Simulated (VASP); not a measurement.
Runs of VASP 6.6.1 on As. The structure is that of space group Im-3m (No. 229), or close to it. The cells are those of the table. 

```csv
task,cell,cutoff (eV),gap on the mesh (eV),pressure (GPa)
single point,"a = 2.527 Å, angles 109.5°, 1 atom",520,none,(a)
relaxation of cell and atoms,"relaxed from a = 2.912 Å, angles 109.5°, 1 atom",600,none,0.0
single point,"a = 2.149 Å, angles 109.5°, 1 atom",520,none,(b)
single point,"a = 2.650 Å, angles 109.5°, 1 atom",520,none,43.7
single point,"a = 2.390 Å, angles 109.5°, 1 atom",520,none,178.9
single point,"a = 2.763 Å, angles 109.5°, 1 atom",520,none,18.5
single point,"a = 2.867 Å, angles 109.5°, 1 atom",520,none,4.5
```

Alike in all rows: level PBE; potentials or basis VASP PAW PBE potentials, release 64 (As); no spin polarisation; k mesh 16 × 16 × 16; smearing fermi-dirac 0.05 eV.

Q: Fill in the values left out.

A: (a) 89.1; (b) 571.6.

A k mesh can miss the band edges, and the runs leave out spin-orbit coupling on As.

A gap of «none» marks levels without a gap at the run's occupations.
